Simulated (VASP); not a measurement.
Runs of VASP 6.6.1 on GaAs. The structure is that of space group F-43m (No. 216), or close to it. The cells are those of the table. 

```tsv
task	cell	gap on the mesh (eV)	pressure (GPa)
electric field gradients	a = 4.037 Å, angles 60.0°, 2 atoms	0.11	-3.4
single point	a = 3.917 Å, angles 60.0°, 2 atoms	0.80	3.1
electric field gradients	a = 3.917 Å, angles 60.0°, 2 atoms	0.80	3.1
electric field gradients	a = 3.957 Å, angles 60.0°, 2 atoms	0.56	0.6
single point	a = 3.957 Å, angles 60.0°, 2 atoms	0.56	0.6
electric field gradients	a = 3.971 Å, angles 60.0°, 2 atoms	(b)	(a)
single point	a = 4.011 Å, angles 60.0°, 2 atoms	0.26	-2.2
single point	a = 3.916 Å, angles 60.0°, 2 atoms	0.81	3.2
electric field gradients	a = 3.916 Å, angles 60.0°, 2 atoms	0.81	3.2
electric field gradients	a = 4.011 Å, angles 60.0°, 2 atoms	0.26	-2.2
electric field gradients	a = 4.050 Å, angles 60.0°, 2 atoms	-	-3.9
```

Alike in all rows: level LDA; potentials or basis VASP PAW LDA potentials, release 64 (Ga_d, As); no spin polarisation; k mesh 11 × 11 × 11; cutoff (eV) 520; smearing fermi-dirac 0.05 eV.

Problem. Fill in the values left out.

Solution. (a) -0.2; (b) 0.48.

A k mesh can miss the band edges, and the runs leave out spin-orbit coupling on As, Ga.
